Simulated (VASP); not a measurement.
# InAs (zincblende type) (F-43m) in VASP: notebook

The runs below take InAs (zincblende type) through single point, with PBE.

All numbers are computed with VASP 6.6.1; they aren't measurements. Logs are shortened: lines on timing, memory, paths and dates and some standing lists are left out, and cuts for length are marked.

## Step 1: The cell of the first run

Symmetry: F-43m, No. 216, cubic system. Conventional cell: a = 5.743 Å, b = 5.743 Å, c = 5.743 Å, α = 90.00°, β = 90.00°, γ = 90.00°. Within 3.3 Å of In (site symmetry -43m) lie 4 As at 2.49 Å. As (site symmetry -43m) has 4 In at 2.49 Å within 3.3 Å.

## Step 2: Single point, PBE (volume scaled by 0.8)

The input, INCAR:

```
PREC = Accurate ; ENCUT = 520
EDIFF = 1E-6 ; ISMEAR = -1
SIGMA = 0.08 ; LREAL = False
LASPH = True ; NELM = 80
ALGO = Normal ; ISIF = 2
LWAVE = False ; LCHARG = False
GGA = PE ; NBANDS = 16
```

The input, KPOINTS:

```
regular mesh
0
Gamma
  11 11 11
```

The input, POSCAR:

```
InAs
1.0
    0.0000000000      2.8716572167      2.8716572167
    2.8716572167      0.0000000000      2.8716572167
    2.8716572167      2.8716572167      0.0000000000
In As
1 1
Direct
    0.0000000000      0.0000000000      0.0000000000
    0.2500000000      0.2500000000      0.2500000000
```

Potentials or basis: VASP PAW PBE potentials, release 64 (In_d, As).

Started as:

```
cat potpaw_PBE.64/In_d/POTCAR potpaw_PBE.64/As/POTCAR > POTCAR
mpirun -np 1 vasp_std > vasp.out
```

OUTCAR:

```text
PREC = Accurate
   ENCUT = 520
   EDIFF = 1E-6
   ISMEAR = -1
   LREAL = False
   LASPH = True
   NELM = 80
   ISIF = 2
   GGA = PE

 ion  position               nearest neighbor table
   1  0.000  0.000  0.000-   2 2.49   2 2.49   2 2.49   2 2.49
   2  0.250  0.250  0.250-   1 2.49   1 2.49   1 2.49   1 2.49

  LATTYP: Found a face centered cubic cell.
 ALAT       =     5.7433144334

  Lattice vectors:

 A1 = (   0.0000000000,   2.8716572167,   2.8716572167)
 A2 = (   2.8716572167,   0.0000000000,   2.8716572167)
 A3 = (   2.8716572167,   2.8716572167,   0.0000000000)

Analysis of symmetry for initial positions (statically):
=====================================================================
 Subroutine PRICEL returns:
 Original cell was already a primitive cell.

 Routine SETGRP: Setting up the symmetry group for a
 face centered cubic supercell.

 Subroutine GETGRP returns: Found 24 space group operations
 (whereof 24 operations were pure point group operations)
 out of a pool of 48 trial point group operations.

The static configuration has the point symmetry T_d .

Analysis of symmetry for dynamics (positions and initial velocities):
=====================================================================
 Subroutine PRICEL returns:
 Original cell was already a primitive cell.

 Routine SETGRP: Setting up the symmetry group for a
 face centered cubic supercell.

 Subroutine GETGRP returns: Found 24 space group operations
 (whereof 24 operations were pure point group operations)
 out of a pool of 48 trial point group operations.

The dynamic configuration has the point symmetry T_d .

 Subroutine INISYM returns: Found 24 space group operations
 (whereof 24 operations are pure point group operations),
 and found     1 'primitive' translations

----------------------------------------------------------------------------------------

                                     Primitive cell

  volume of cell :      47.3618

  direct lattice vectors                    reciprocal lattice vectors
     0.000000000  2.871657217  2.871657217    -0.174115489  0.174115489  0.174115489
     2.871657217  0.000000000  2.871657217     0.174115489 -0.174115489  0.174115489
     2.871657217  2.871657217  0.000000000     0.174115489  0.174115489 -0.174115489

  length of vectors
     4.061136582  4.061136582  4.061136582     0.301576873  0.301576873  0.301576873

  position of ions in fractional coordinates (direct lattice)
     0.000000000  0.000000000  0.000000000
     0.250000000  0.250000000  0.250000000

  ion indices of the primitive-cell ions
   primitive index   ion index
                 1           1
                 2           2

----------------------------------------------------------------------------------------

 KPOINTS: regular mesh

Automatic generation of k-mesh.
 Grid dimensions read from file:
 generate k-points for:   11   11   11

 Generating k-lattice:

  Cartesian coordinates                     Fractional coordinates (reciprocal lattice)
    -0.015828681  0.015828681  0.015828681     0.090909091  0.000000000  0.000000000
     0.015828681 -0.015828681  0.015828681     0.000000000  0.090909091  0.000000000
     0.015828681  0.015828681 -0.015828681     0.000000000  0.000000000  0.090909091

  Length of vectors
     0.027416079  0.027416079  0.027416079

  Shift w.r.t. Gamma in fractional coordinates (k-lattice)
     0.000000000  0.000000000  0.000000000

 Subroutine IBZKPT returns following result:
 ===========================================

 Found     56 irreducible k-points:

 Following reciprocal coordinates:
            Coordinates               Weight
  0.000000  0.000000  0.000000      1.000000
  0.090909  0.000000  0.000000      8.000000
  0.181818  0.000000  0.000000      8.000000
  0.272727  0.000000  0.000000      8.000000
  0.363636  0.000000  0.000000      8.000000
  0.454545  0.000000  0.000000      8.000000
[... 16 lines left out ...]
 -0.272727  0.181818  0.000000     24.000000
 -0.181818  0.181818  0.000000     12.000000
 [... further k-points ...]
   k-points           NKPTS =     56   k-points in BZ     NKDIM =     56   number of bands    NBANDS=     16
   number of dos      NEDOS =    301   number of ions     NIONS =      2
   total plane-waves  NPLWV =  27000
   dimension x,y,z NGX =    30 NGY =   30 NGZ =   30
   dimension x,y,z NGXF=    60 NGYF=   60 NGZF=   60
   ions per type =               1   1
   NGX,Y,Z   is equivalent  to a cutoff of  12.28, 12.28, 12.28 a.u.
   NGXF,Y,Z  is equivalent  to a cutoff of  24.56, 24.56, 24.56 a.u.
 SYSTEM =  unknown system
   PREC   = accura    normal or accurate (medium, high low for compatibility)
   ISTART =      0    job   : 0-new  1-cont  2-samecut
   ICHARG =      2    charge: 1-file 2-atom 10-const
   ISPIN  =      1    spin polarized calculation?
   LNONCOLLINEAR =      F non collinear calculations
   LSORBIT =      F    spin-orbit coupling
   LASPH  =      T    aspherical Exc in radial PAW
   ENCUT  =  520.0 eV  38.22 Ry    6.18 a.u.   7.55  7.55  7.55*2*pi/ulx,y,z
   NELM   =     80;   NELMIN=  2; NELMDL= -5     # of ELM steps
   EDIFF  = 0.1E-05   stopping-criterion for ELM
   LREAL  =      F    real-space projection
   EDIFFG = 0.1E-04   stopping-criterion for IOM
   NSW    =      0    number of steps for IOM
   IBRION =     -1    ionic relax: 0-MD 1-quasi-New 2-CG
   NFREE  =      0    steps in history (QN), initial steepest desc. (CG)
   ISIF   =      2    stress and relaxation
   ISYM   =      2    0-nonsym 1-usesym 2-fastsym
   POTIM  = 0.5000    time-step for ionic-motion
   TEBEG  =    0.0;   TEEND  =   0.0 temperature during run
   PSTRESS=    0.0 pullay stress
   NELECT =      18.0000    total number of electrons
   NUPDOWN=      -1.0000    fix difference up-down
   EMIN   =  10.00;   EMAX   =-10.00  energy-range for DOS
   EFERMI =   0.00;   METHOD = LEGACY
   ISMEAR =    -1;   SIGMA  =   0.08  broadening in eV -4-tet -1-fermi 0-gaus
   EFERMI_NEDOS =   21; number of points for ismear=-14 and -15
   IALGO  =     38    algorithm
   IMIX   =      4    mixing-type and parameters
     AMIX     =   0.40;   BMIX     =  1.00
     AMIX_MAG =   1.60;   BMIX_MAG =  1.00
  volume/ion in A,a.u.               =      23.68       159.81
  Fermi-wavevector in a.u.,A,eV,Ry     =   1.185832  2.240897 19.132470  1.406197
  Thomas-Fermi vector in A             =   2.322017
   LORBIT       =      0    0 simple, 1 ext, 2 COOP (PROOUT), +10 PAW based schemes
   GGA     = PE    functional components
[... 5 lines left out ...]
 non-spin polarized calculation
  energy-cutoff  :      520.00
  volume of cell :       47.36
 maximum number of plane-waves:      1303
   NGX = 15   NGY = 15   NGZ = 15

 number of electron      17.9999999 magnetization

 Free energy of the ion-electron system (eV)
  ---------------------------------------------------
  ext. energy  EPLUGINS =         0.00000000
  ---------------------------------------------------
  free energy    TOTEN  =        -7.16351541 eV

  energy without entropy =       -7.16343254  energy(sigma->0) =       -7.16347397

 E-fermi :   6.6155     XC(G=0):  -9.7901

 val. band max:        6.2319071211   @ k =   0.0000   0.0000   0.0000
 cond. band min:       6.8305644870   @ k =   0.0000   0.0000   0.0000
 fundamental gap:      0.5986573659
 Fermi energy:         6.6154560436

 k-point     1 :       0.0000    0.0000    0.0000
  band No.  band energies     occupation
      1      -8.5843      2.00000
      2      -8.5843      2.00000
      3      -8.5843      2.00000
      4      -8.3786      2.00000
      5      -8.3786      2.00000
      6      -6.7608      2.00000
[... 8 lines left out ...]
     15      16.3111      0.00000
     16      16.3111      0.00000

 k-point     2 :       0.0909    0.0000    0.0000
  band No.  band energies     occupation
      1      -8.6073      2.00000
      2      -8.5788      2.00000
      3      -8.5788      2.00000
      4      -8.3789      2.00000
      5      -8.3789      2.00000
      6      -6.6452      2.00000
[... 8 lines left out ...]
     15      15.5039      0.00000
     16      15.5039      0.00000

 k-point     3 :       0.1818    0.0000    0.0000
  band No.  band energies     occupation
      1      -8.6627      2.00000
      2      -8.5651      2.00000
      3      -8.5651      2.00000
      4      -8.3788      2.00000
      5      -8.3788      2.00000
      6      -6.3170      2.00000
[... 8 lines left out ...]
     15      14.9489      0.00000
     16      15.1437      0.00000

 k-point     4 :       0.2727    0.0000    0.0000
  band No.  band energies     occupation
      1      -8.7256      2.00000
      2      -8.5494      2.00000
      3      -8.5494      2.00000
      4      -8.3761      2.00000
      5      -8.3761      2.00000
      6      -5.8236      2.00000
[... 8 lines left out ...]
     15      15.1020      0.00000
     16      15.1020      0.00000

 k-point     5 :       0.3636    0.0000    0.0000
  band No.  band energies     occupation
      1      -8.7767      2.00000
      2      -8.5379      2.00000
      3      -8.5379      2.00000
      4      -8.3705      2.00000
      5      -8.3705      2.00000
      6      -5.2537      2.00000
[... 8 lines left out ...]
     15      15.9776      0.00000
     16      15.9776      0.00000

 k-point     6 :       0.4545    0.0000    0.0000
  band No.  band energies     occupation
      1      -8.8049      2.00000
      2      -8.5325      2.00000
      3      -8.5325      2.00000
      4      -8.3656      2.00000
      5      -8.3656      2.00000
      6      -4.8098      2.00000
[... 8 lines left out ...]
     15      17.1994      0.00000
     16      17.1994      0.00000
[... 267 lines left out ...]
 k-point    21 :      -0.4545    0.1818    0.0000
  band No.  band energies     occupation
      1      -8.8238      2.00000
      2      -8.5185      2.00000
      3      -8.5048      2.00000
      4      -8.3859      2.00000
      5      -8.3644      2.00000
      6      -4.4895      2.00000
[... 8 lines left out ...]
     15      17.0001      0.00000
     16      17.1613      0.00000

 k-point    22 :      -0.3636    0.1818    0.0000
  band No.  band energies     occupation
      1      -8.8132      2.00000
      2      -8.5212      2.00000
      3      -8.5111      2.00000
      4      -8.3771      2.00000
      5      -8.3748      2.00000
      6      -4.6554      2.00000
[... 8 lines left out ...]
     15      15.9232      0.00000
     16      17.1623      0.00000

 k-point    23 :      -0.2727    0.1818    0.0000
  band No.  band energies     occupation
      1      -8.7844      2.00000
      2      -8.5263      2.00000
      3      -8.5244      2.00000
      4      -8.3841      2.00000
      5      -8.3727      2.00000
      6      -5.1396      2.00000
[... 8 lines left out ...]
     15      16.6145      0.00000
     16      18.1183      0.00000

 k-point    24 :      -0.1818    0.1818    0.0000
  band No.  band energies     occupation
      1      -8.7429      2.00000
      2      -8.5424      2.00000
      3      -8.5357      2.00000
      4      -8.3872      2.00000
      5      -8.3719      2.00000
      6      -5.6627      2.00000
[... 8 lines left out ...]
     15      16.3009      0.00000
     16      17.2518      0.00000

 [... further k-points ...]

------------------------ aborting loop because EDIFF is reached ----------------------------------------

  FORCE on cell =-STRESS in cart. coord.  units (eV):
  Direction    XX          YY          ZZ          XY          YZ          ZX
  --------------------------------------------------------------------------------------
  -------------------------------------------------------------------------------------
  Total        5.4530252      5.4530252      5.4530252      0.0000000      0.0000000      0.0000000
  in kB      184.4676865    184.4676865    184.4676865      0.0000000      0.0000000      0.0000000
  external PRESSURE =     184.4676865 kB  Pullay stress =       0.0000000 kB

 VOLUME and BASIS-vectors are now :
 -----------------------------------------------------------------------------
  energy-cutoff  :      520.00
  volume of cell :       47.36
      direct lattice vectors                 reciprocal lattice vectors
     0.000000000  2.871657217  2.871657217    -0.174115489  0.174115489  0.174115489
     2.871657217  0.000000000  2.871657217     0.174115489 -0.174115489  0.174115489
     2.871657217  2.871657217  0.000000000     0.174115489  0.174115489 -0.174115489

 POSITION                                       TOTAL-FORCE (eV/Angst)
 -----------------------------------------------------------------------------------
      0.00000      0.00000      0.00000        -0.000000     -0.000000     -0.000000
      1.43583      1.43583      1.43583         0.000000      0.000000      0.000000
 -----------------------------------------------------------------------------------
    total drift:                               -0.000000     -0.000000     -0.000000

  FREE ENERGIE OF THE ION-ELECTRON SYSTEM (eV)
  ---------------------------------------------------
  free  energy   TOTEN  =        -7.1635154061 eV

  energy  without entropy=       -7.1634325395  energy(sigma->0) =       -7.16347397
```

Run time: 24 s. Hardware: 1 thread of AMD EPYC 9R45 (Zen 5), shared host; peak memory 0.16 GiB.

What came out:

```
Free energy            : -7.1635 eV
Pressure               : 18.4 GPa
Band gap on the k mesh : 0.60 eV, direct
```

Caveat: spin-orbit coupling is left out, which moves the levels of the heavy elements.

## Step 3: Single point, PBE (volume scaled by 0.8)

The input, INCAR:

```
SYSTEM = InAs
  PREC = Accurate
  ENCUT = 520
  EDIFF = 1E-7
  ISMEAR = -1
  SIGMA = 0.08
  LREAL = .False.
  LASPH = .True.
  NELM = 100
  ALGO = Normal
  ISIF = 2
  LWAVE = .False.
  LCHARG = .False.
  GGA = PE
  NBANDS = 16
```

The input, KPOINTS:

```
Automatic mesh
0
Gamma
  11 11 11
  0 0 0
```

POSCAR is that of step 2.

Potentials or basis: VASP PAW PBE potentials, release 64 (In_d, As).

Started as:

```
cat potpaw_PBE.64/In_d/POTCAR potpaw_PBE.64/As/POTCAR > POTCAR
mpirun -np 1 vasp_std > vasp.out
```

Run time: 30 s. Hardware: 1 thread of AMD EPYC 9R45 (Zen 5), shared host; peak memory 0.17 GiB.

It converged, with:

```yaml
Free_energy: -7.1635 eV
Pressure: 18.5 GPa
Band_gap_on_the_k_mesh: 0.60 eV, direct
```

Levels at points of the mesh, in eV from the valence-band top:
```
           k point  band 5  band 6  band 7  band 8  band 9  band 10  band 11  band 12  band 13  band 14
(0.00, 0.00, 0.00)  -14.61  -12.99    0.00    0.00    0.00     0.60     3.94     3.94     3.94     8.07
```

Caveat: spin-orbit coupling is left out, which moves the levels of the heavy elements.

[end of part 1 of 2]
